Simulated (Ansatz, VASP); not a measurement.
## CdSe in VASP and in Ansatz

```
CELL_PARAMETERS angstrom
4.08332 0.00158 -0.03642
-2.04040 3.50727 0.01757
-0.11700 -0.00275 13.38925
ATOMIC_POSITIONS crystal
Cd 0.00272 0.00125 0.99966
Cd 0.99639 0.99721 0.49960
Cd 0.00839 0.01050 0.24948
Cd 0.99500 0.99210 0.74973
Se 0.33335 0.66974 0.37529
Se 0.33118 0.66245 0.87530
Se 0.67273 0.34061 0.12543
Se 0.66024 0.32614 0.62551
```

Change from the starting cell: cell x2, atoms moved at random (sigma 0.1 Å) and cell strained at random (1.5 %), then relaxed without symmetry.

Alike in both runs: functional PBE; k mesh 6 × 6 × 2; occupations gaussian, width 0.2 eV; no spin polarisation.

Ansatz relaxed the structure, and its values are those at the end. VASP's run is a single point on that final structure, the one shown.

```csv
,VASP,Ansatz
version,VASP 6.6.1,Ansatz 0.2.0
potentials or method,"VASP PAW PBE potentials, release 64 (Cd, Se), cutoff 520 eV","scalar-relativistic, plane waves, PAW"
valence electrons in the cell,72,144
```

```csv
,VASP,Ansatz,Ansatz less VASP
gap on the k mesh at the Fermi level (eV),none,none,-
pressure (GPa),0.3,0.0,-0.32
rms of the force components (eV/Å),0.007,0.007,-0.0004
```

A gap of «none» marks a metal or a gap that the smearing closes. VASP's potentials hold 72 valence electrons a cell and Ansatz's 144, so a difference there can come from the potentials and not from the codes.
